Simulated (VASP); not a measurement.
A run of VASP 6.6.1:

Contents of POSCAR:

```
SnO2
1.0
    4.8187604450      0.0000000000      0.0000000000
    0.0000000000      4.8187604450      0.0000000000
    0.0000000000      0.0000000000      3.2168465589
Sn O
2 4
Direct
    0.0000000000      0.0000000000      0.0000000000
    0.5000000000      0.5000000000      0.5000000000
    0.3065540489      0.3065540489      0.0000000000
    0.1934459511      0.8065540489      0.5000000000
    0.6934459511      0.6934459511      0.0000000000
    0.8065540489      0.1934459511      0.5000000000
```

INCAR.step1

```
SYSTEM = SnO2
ALGO = Normal
EDIFF = 1E-4
ENCUT = 520
GGA = PE
ISMEAR = 0
LASPH = .True.
LCHARG = .False.
LREAL = .False.
LWAVE = .True.
NBANDS = 35
NELM = 80
PREC = Accurate
SIGMA = 0.02
```

INCAR.step2

```
SYSTEM = SnO2
ALGO = Normal
EDIFF = 1E-7
ENCUT = 520
ISIF = 2
ISMEAR = 0
ISTART = 1
LASPH = .True.
LCHARG = .False.
LMIXTAU = .True.
LREAL = .False.
LWAVE = .False.
METAGGA = R2SCAN
NBANDS = 35
NELM = 80
PREC = Accurate
SIGMA = 0.02
```

The input KPOINTS:

```
k-points
0
Gamma
  6 6 8
  0 0 0
```

Potentials or basis: VASP PAW PBE potentials, release 64 (Sn_d, O).

Launch:

```sh
$ cat potpaw_PBE.64/Sn_d/POTCAR potpaw_PBE.64/O/POTCAR > POTCAR
$ cp INCAR.step1 INCAR
$ mpirun -np 1 vasp_std > vasp.out
$ cp INCAR.step2 INCAR
$ mpirun -np 1 vasp_std > vasp.out
```

Hardware: 1 thread of Intel(R) Xeon(R) 6975P-C (Granite Rapids), with other jobs on the host.

Task: Estimate the wall time of this run.

Result: Wall time 2.5 min on 1 thread of Intel(R) Xeon(R) 6975P-C (Granite Rapids) (shared host), peak memory 0.25 GiB. Counts: k points 50.
